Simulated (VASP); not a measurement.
Cl, 4 atoms in the cell. Symmetry: Cmce, No. 64, orthorhombic system. Conventional cell: a = 6.250 Å, b = 4.014 Å, c = 8.147 Å, α = 90.00°, β = 90.00°, γ = 90.00°. Cl (site symmetry m) has 1 Cl at 2.02 Å within 2.7 Å. 

- Program: VASP 6.6.1
- Task: single point
- Functional: PBEsol
- Potentials or basis: VASP PAW PBE potentials, release 64 (Cl)
- Cutoff: 520 eV
- k mesh: 6 × 6 × 2
- Occupations: methfessel-paxton, width 0.05 eV
- Spin: no spin polarisation
- Dipole correction: no
- Further INCAR settings: ALGO = Normal; EDIFF = 1e-06; NBANDS = 22

Potentials or basis: VASP PAW PBE potentials, release 64 (Cl).

The run is started by

```sh
$ cat potpaw_PBE.64/Cl/POTCAR > POTCAR
$ mpirun -np 1 vasp_std > vasp.out
```

Hardware: 1 thread of Intel(R) Xeon(R) Platinum 8259CL CPU @ 2.50GHz (Skylake/Cascade Lake), with other jobs on the host.

How long does it take, and how much memory?

Run time: 49 s on 1 thread of Intel(R) Xeon(R) Platinum 8259CL CPU @ 2.50GHz (Skylake/Cascade Lake), on a shared host, peak memory 0.21 GiB. Counts: scf iterations 12, k points 26.
